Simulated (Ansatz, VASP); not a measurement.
## Ir in VASP and in Ansatz

```
Ir
1.0
     2.76380    0.00000    0.00000
    -1.38190    2.39352    0.00000
     0.00000    0.00000    4.40796
Ir
2
Cartesian
  0.0000 1.5957 3.3060
  1.3819 0.7978 1.1020
```

Alike in both runs: functional PBE; k mesh 8 × 8 × 4; occupations gaussian, width 0.05 eV; no spin polarisation.

Ansatz relaxed the structure, and its values are those at the end. VASP's run is a single point on that final structure, the one shown.

|  | VASP | Ansatz |
| --- | --- | --- |
| version | VASP 6.6.1 | Ansatz 0.2.0 |
| potentials or method | VASP PAW PBE potentials, release 64 (Ir), cutoff 520 eV | scalar-relativistic, plane waves, PAW |
| valence electrons in the cell | 18 | 34 |

VASP gave:

```
pressure (GPa) : 0.6
```

Estimate Ansatz's values.

pressure (GPa): 0.0.

VASP's potentials hold 18 valence electrons a cell and Ansatz's 34, so a difference there can come from the potentials and not from the codes.

Neither program's run includes spin-orbit coupling.
